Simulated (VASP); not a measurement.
# As (P6/mmm) in VASP: a series of runs

The runs below take As through relaxation of shape and atoms at fixed volume, with PBE.

All numbers are computed with VASP 6.6.1; they aren't measurements. Logs are shortened: lines on timing, memory, paths and dates and some standing lists are left out, and cuts for length are marked.

## 1. The cell of the first run

The structure is hexagonal, space group P6/mmm (No. 191). Conventional cell: a = 2.646 Å, b = 2.646 Å, c = 2.481 Å, α = 90.00°, β = 90.00°, γ = 120.00°. As (site symmetry 6/mmm) has 8 As at 2.48 to 2.65 Å within 3.3 Å.

## 2. Relaxation of shape and atoms at fixed volume, PBE

The input, INCAR:

```
PREC = Accurate ; ENCUT = 600
EDIFF = 1E-6 ; ISMEAR = -1
SIGMA = 0.05 ; LREAL = False
LASPH = True ; NELM = 100
ALGO = Normal ; ISIF = 4
LWAVE = False ; LCHARG = False
GGA = PE ; IBRION = 2
NSW = 50 ; EDIFFG = -0.005
```

The input, KPOINTS:

```
regular mesh
0
Gamma
  15 15 14
```

The input, POSCAR:

```
As
1.0
    2.6461689916      0.0000000000      0.0000000000
   -1.3230844958      2.2916495694      0.0000000000
    0.0000000000      0.0000000000      2.4807230493
As
1
Direct
    0.0000000000      0.0000000000      0.0000000000
```

Potentials or basis: VASP PAW PBE potentials, release 64 (As).

On the command line:

```console
cat potpaw_PBE.64/As/POTCAR > POTCAR
mpirun -np 1 vasp_std > vasp.out
```

OUTCAR:

```text
PREC = Accurate
   ENCUT = 600
   EDIFF = 1E-6
   ISMEAR = -1
   LREAL = False
   LASPH = True
   NELM = 100
   ISIF = 4
   GGA = PE
   IBRION = 2
   NSW = 50
   EDIFFG = -0.005

 ion  position               nearest neighbor table
   1  0.000  0.000  0.000-

  LATTYP: Found a hexagonal cell.
 ALAT       =     2.6461689916
 C/A-ratio  =     0.9374771820

  Lattice vectors:

 A1 = (   2.6461689916,   0.0000000000,   0.0000000000)
 A2 = (  -1.3230844958,   2.2916495694,   0.0000000000)
 A3 = (   0.0000000000,   0.0000000000,   2.4807230493)

Analysis of symmetry for initial positions (statically):
=====================================================================
 Subroutine PRICEL returns:
 Original cell was already a primitive cell.

 Routine SETGRP: Setting up the symmetry group for a
 hexagonal supercell.

 Subroutine GETGRP returns: Found 24 space group operations
 (whereof 24 operations were pure point group operations)
 out of a pool of 24 trial point group operations.

The static configuration has the point symmetry D_6h.

Analysis of symmetry for dynamics (positions and initial velocities):
=====================================================================
 Subroutine PRICEL returns:
 Original cell was already a primitive cell.

 Routine SETGRP: Setting up the symmetry group for a
 hexagonal supercell.

 Subroutine GETGRP returns: Found 24 space group operations
 (whereof 24 operations were pure point group operations)
 out of a pool of 24 trial point group operations.

The dynamic configuration has the point symmetry D_6h.

 Subroutine INISYM returns: Found 24 space group operations
 (whereof 24 operations are pure point group operations),
 and found     1 'primitive' translations

----------------------------------------------------------------------------------------

                                     Primitive cell

  volume of cell :      15.0433

  direct lattice vectors                    reciprocal lattice vectors
     2.646168992  0.000000000  0.000000000     0.377904814  0.218183446  0.000000000
    -1.323084496  2.291649569  0.000000000     0.000000000  0.436366892  0.000000000
     0.000000000  0.000000000  2.480723049     0.000000000  0.000000000  0.403108279
[... 85 lines left out ...]
   NSW    =     50    number of steps for IOM
   IBRION =      2    ionic relax: 0-MD 1-quasi-New 2-CG
   NFREE  =      1    steps in history (QN), initial steepest desc. (CG)
   ISIF   =      4    stress and relaxation
   ISYM   =      2    0-nonsym 1-usesym 2-fastsym
   POTIM  = 0.5000    time-step for ionic-motion
   TEBEG  =    0.0;   TEEND  =   0.0 temperature during run
   PSTRESS=    0.0 pullay stress
   NELECT =       5.0000    total number of electrons
   NUPDOWN=      -1.0000    fix difference up-down
   EMIN   =  10.00;   EMAX   =-10.00  energy-range for DOS
   EFERMI =   0.00;   METHOD = LEGACY
   ISMEAR =    -1;   SIGMA  =   0.05  broadening in eV -4-tet -1-fermi 0-gaus
   EFERMI_NEDOS =   21; number of points for ismear=-14 and -15
   IALGO  =     38    algorithm
   IMIX   =      4    mixing-type and parameters
     AMIX     =   0.40;   BMIX     =  1.00
     AMIX_MAG =   1.60;   BMIX_MAG =  1.00
  volume/ion in A,a.u.               =      15.04       101.52
  Fermi-wavevector in a.u.,A,eV,Ry     =   1.134010  2.142968 17.496796  1.285978
  Thomas-Fermi vector in A             =   2.270713
   LORBIT       =      0    0 simple, 1 ext, 2 COOP (PROOUT), +10 PAW based schemes
   GGA     = PE    functional components
   LHFCALC =     F    Hartree Fock is set to
   AEXX    =    0.0000 exact exchange contribution
   IVDW    =     0    specifies the selected vdW correction
   LEPSILON=     F    determine dielectric tensor
   LRPA    =     F    only Hartree local field effects (RPA)
 conjugate gradient relaxation of ions
 non-spin polarized calculation
  energy-cutoff  :      600.00
  volume of cell :       15.04
 maximum number of plane-waves:       514
 NGX is ok and might be reduce to    24
   NGX = 11   NGY = 11   NGZ =  9

--------------------------------------- Ionic step        1  -------------------------------------------

 number of electron       4.9999999 magnetization

 Free energy of the ion-electron system (eV)
  ---------------------------------------------------
  ext. energy  EPLUGINS =         0.00000000
  ---------------------------------------------------
  free energy    TOTEN  =        -3.87348293 eV

  energy without entropy =       -3.86943474  energy(sigma->0) =       -3.87145884

------------------------ aborting loop because EDIFF is reached ----------------------------------------

  FORCE on cell =-STRESS in cart. coord.  units (eV):
  Direction    XX          YY          ZZ          XY          YZ          ZX
  --------------------------------------------------------------------------------------
  -------------------------------------------------------------------------------------
  Total        4.1048889      4.1048889      3.8210122      0.0000000      0.0000000      0.0000000
  in kB      437.1876849    437.1876849    406.9536431      0.0000000      0.0000000      0.0000000
  external PRESSURE =     427.1096710 kB  Pullay stress =       0.0000000 kB
[... 57 lines left out ...]
--------------------------------------- Ionic step        3  -------------------------------------------

 number of electron       4.9999999 magnetization

 Free energy of the ion-electron system (eV)
  ---------------------------------------------------
  ext. energy  EPLUGINS =         0.00000000
  ---------------------------------------------------
  free energy    TOTEN  =        -3.87402168 eV

  energy without entropy =       -3.86990903  energy(sigma->0) =       -3.87196535

 E-fermi :   9.6641     XC(G=0): -11.7539

 val. band max:        9.6602076282   @ k =   0.2667   0.2000   0.3571
 cond. band min:       9.6676058183   @ k =   0.4000   0.1333   0.2857
 fundamental gap:      0.0073981901
 Fermi energy:         9.6641092955

 k-point     1 :       0.0000    0.0000    0.0000
  band No.  band energies     occupation
      1      -8.2240      2.00000
      2      14.8732      0.00000
      3      16.4189      0.00000
      4      16.4189      0.00000
      5      18.4831      0.00000
      6      22.8746      0.00000
[... 199 lines left out ...]
 k-point    24 :       0.4000    0.2000    0.0000
  band No.  band energies     occupation
      1      -1.8693      2.00000
      2       1.4746      2.00000
      3       6.2777      2.00000
      4      19.7026      0.00000
      5      22.9045      0.00000
      6      26.5207      0.00000

 [... further k-points ...]
[... 5 lines left out ...]
  --------------------------------------------------------------------------------------
  -------------------------------------------------------------------------------------
  Total        4.0051801      4.0051801      4.0047145      0.0000000      0.0000000      0.0000000
  in kB      426.5682865    426.5682864    426.5187055      0.0000000      0.0000000      0.0000000
  external PRESSURE =     426.5517595 kB  Pullay stress =       0.0000000 kB
[... 16 lines left out ...]
  FREE ENERGIE OF THE ION-ELECTRON SYSTEM (eV)
  ---------------------------------------------------
  free  energy   TOTEN  =        -3.8740216790 eV

  energy  without entropy=       -3.8699090310  energy(sigma->0) =       -3.87196535

 reached required accuracy - stopping structural energy minimisation
```

Wall time 16 s (1 thread of Intel Xeon Platinum 8375C at 2.90GHz (Ice Lake), shared host); peak memory 0.15 GiB.

What came out:

| Quantity | Value |
| --- | --- |
| Free energy | -3.8740 eV |
| Energy gained by relaxing | 0.5 meV/atom |
| Ionic steps | 3 |
| Pressure after relaxing | 42.7 GPa |

Step by step:
| step | energy change (eV) | largest force (eV/Å) | pressure (GPa) | volume (Å³) |
| --- | --- | --- | --- | --- |
| 1 | 0.0000 | 0.0000 | 42.71 | 15.04 |
| 2 | 0.0004 | 0.0000 | 42.59 | 15.04 |
| 3 | -0.0005 | 0.0000 | 42.66 | 15.04 |

Final structure:
```xyz
1
Lattice="2.6513 0.0000 0.0000 -1.3256 2.2961 0.0000 0.0000 0.0000 2.4712" Properties=species:S:1:pos:R:3 pbc="T T T"
As    0.0000    0.0000    0.0000
```

## 3. Relaxation of shape and atoms at fixed volume, PBE

This run uses another cell than the first one, of 17.05 Å³/atom, 1.133 times its volume.

The input, INCAR:

```
PREC = Accurate
ENCUT = 600
EDIFF = 1E-6
ISMEAR = -1
SIGMA = 0.05
LREAL = F
LASPH = T
NELM = 60
ALGO = Normal
ISIF = 4
LWAVE = F
LCHARG = F
GGA = PE
IBRION = 2
NSW = 50
EDIFFG = -0.005
```

The input, KPOINTS:

```
Automatic mesh
0
Gamma
  15 15 14
```

The input, POSCAR:

```
As
1.0
    2.7589053207      0.0000000000      0.0000000000
   -1.3794526603      2.3892820944      0.0000000000
    0.0000000000      0.0000000000      2.5864107854
As
1
Direct
    0.0000000000      0.0000000000      0.0000000000
```

Potentials or basis: VASP PAW PBE potentials, release 64 (As).

On the command line:

```console
cat potpaw_PBE.64/As/POTCAR > POTCAR
mpirun -np 1 vasp_std > vasp.out
```

OUTCAR:

```text
PREC = Accurate
   ENCUT = 600
   EDIFF = 1E-6
   ISMEAR = -1
   LREAL = F
   LASPH = T
   NELM = 60
   ISIF = 4
   GGA = PE
   IBRION = 2
   NSW = 50
   EDIFFG = -0.005

 ion  position               nearest neighbor table
   1  0.000  0.000  0.000-

  LATTYP: Found a hexagonal cell.
 ALAT       =     2.7589053207
 C/A-ratio  =     0.9374771820

  Lattice vectors:

 A1 = (   2.7589053207,   0.0000000000,   0.0000000000)
 A2 = (  -1.3794526603,   2.3892820944,   0.0000000000)
 A3 = (   0.0000000000,   0.0000000000,   2.5864107854)

Analysis of symmetry for initial positions (statically):
=====================================================================
 Subroutine PRICEL returns:
 Original cell was already a primitive cell.

[... 249 lines left out ...]

 val. band max:        7.8722790976   @ k =   0.2667   0.1333   0.0714
 cond. band min:       7.9387879160   @ k =   0.2000   0.2000   0.5000
 fundamental gap:      0.0665088184
 Fermi energy:         7.9070185699

 k-point     1 :       0.0000    0.0000    0.0000
  band No.  band energies     occupation
      1      -8.5321      2.00000
      2      12.5850      0.00000
      3      13.8018      0.00000
      4      13.8018      0.00000
      5      16.5698      0.00000
      6      20.7043      0.00000
[... 199 lines left out ...]
 k-point    24 :       0.4000    0.2000    0.0000
  band No.  band energies     occupation
      1      -3.1447      2.00000
      2       0.8193      2.00000
      3       5.0675      2.00000
      4      16.5415      0.00000
      5      20.4718      0.00000
      6      23.4095      0.00000

 [... further k-points ...]

------------------------ aborting loop because EDIFF is reached ----------------------------------------

  FORCE on cell =-STRESS in cart. coord.  units (eV):
  Direction    XX          YY          ZZ          XY          YZ          ZX
  --------------------------------------------------------------------------------------
  -------------------------------------------------------------------------------------
  Total        1.9642976      1.9642976      1.9615068      0.0000000     -0.0000000      0.0000000
  in kB      184.5933924    184.5933924    184.3311287      0.0000000     -0.0000000      0.0000000
  external PRESSURE =     184.5059711 kB  Pullay stress =       0.0000000 kB
[... 16 lines left out ...]
  FREE ENERGIE OF THE ION-ELECTRON SYSTEM (eV)
  ---------------------------------------------------
  free  energy   TOTEN  =        -4.2426966212 eV

  energy  without entropy=       -4.2395564853  energy(sigma->0) =       -4.24112655

 reached required accuracy - stopping structural energy minimisation
```

It took 18 s on 1 thread of Intel Xeon Platinum 8375C at 2.90GHz (Ice Lake), shared host; peak memory 0.15 GiB.

What came out:

| Item | Value |
| --- | --- |
| Free energy | -4.2427 eV |
| Energy gained by relaxing | 0.3 meV/atom |
| Ionic steps | 3 |
| Pressure after relaxing | 18.5 GPa |

Step by step:
```csv
step,energy change (eV),largest force (eV/Å),pressure (GPa),volume (Å³)
1,0.0000,0.0000,18.49,17.05
2,0.0000,0.0000,18.43,17.05
3,-0.0003,0.0000,18.45,17.05
```

Final structure:
```yaml
crystal:
  lattice:
    - [2.76320, 0.00000, 0.00000]
    - [-1.38160, 2.39300, 0.00000]
    - [0.00000, 0.00000, 2.57839]
  atoms:
    - { symbol: As, position: [0.00000, 0.00000, 0.00000] }
```

Levels at points of the mesh, in eV from the Fermi level:
| k point | band 1 | band 2 | band 3 | band 4 | band 5 | band 6 |
| --- | --- | --- | --- | --- | --- | --- |
| (0.00, 0.00, 0.00) | -16.44 | 4.68 | 5.89 | 5.89 | 8.66 | 12.80 |
| (0.00, 0.00, 0.50) | -12.61 | -8.25 | 8.66 | 8.66 | 15.86 | 15.86 |

## 4. Relaxation of shape and atoms at fixed volume, PBE

This run uses another cell than the first one, of 19.05 Å³/atom, 1.267 times its volume.

The input, INCAR:

```
SYSTEM = As
PREC = Accurate
ENCUT = 600
EDIFF = 1E-6
ISMEAR = -1
SIGMA = 0.05
LREAL = .False.
LASPH = .True.
NELM = 60
ALGO = Normal
ISIF = 4
LWAVE = .False.
LCHARG = .False.
GGA = PE
IBRION = 2
NSW = 50
EDIFFG = -0.005
```

The input, KPOINTS:

```
Automatic mesh
0
Gamma
  15 15 14
  0 0 0
```

The input, POSCAR:

```
As
1.0
    2.8631121279      0.0000000000      0.0000000000
   -1.4315560639      2.4795278367      0.0000000000
    0.0000000000      0.0000000000      2.6841022893
As
1
Direct
    0.0000000000      0.0000000000      0.0000000000
```

On the command line:

```console
cat potpaw_PBE.64/As/POTCAR > POTCAR
mpirun -np 1 vasp_std > vasp.out
```

It took 13 s on 1 thread of Intel Xeon Platinum 8488C (Sapphire Rapids), shared host; peak memory 0.15 GiB.

Results (log left out):

* Free energy: -4.3794 eV
* Energy gained by relaxing: 0.0 meV/atom
* Ionic steps: 3
* Pressure after relaxing: 4.7 GPa

Final structure:
```xyz
1
Lattice="2.8637 0.0000 0.0000 -1.4318 2.4800 0.0000 0.0000 0.0000 2.6831" Properties=species:S:1:pos:R:3 pbc="T T T"
As    0.0000    0.0000    2.6831
```

Levels at points of the mesh, in eV from the Fermi level:
```tsv
k point	band 1	band 2	band 3	band 4	band 5	band 6
(0.00, 0.00, 0.00)	-15.33	4.12	5.22	5.22	8.47	12.18
(0.00, 0.00, 0.50)	-12.08	-7.28	7.47	7.47	15.17	15.18
```

## 5. The runs side by side

```tsv
cell	gap on the mesh (eV)	pressure (GPa)
relaxed from a = 2.646, b = 2.646, c = 2.481 Å, angles 90.0, 90.0, 120.0°, 1 atom	none	42.7
relaxed from a = 2.759, b = 2.759, c = 2.586 Å, angles 90.0, 90.0, 120.0°, 1 atom	none	18.5
relaxed from a = 2.863, b = 2.863, c = 2.684 Å, angles 90.0, 90.0, 120.0°, 1 atom	none	4.7
```

Alike in all rows: task relaxation of shape and atoms at fixed volume; level PBE; potentials or basis VASP PAW PBE potentials, release 64 (As); no spin polarisation; k mesh 15 × 15 × 14; cutoff (eV) 600; smearing fermi-dirac 0.05 eV.

Total energies depend on the potentials used, so only differences within one code and one set of settings carry meaning.
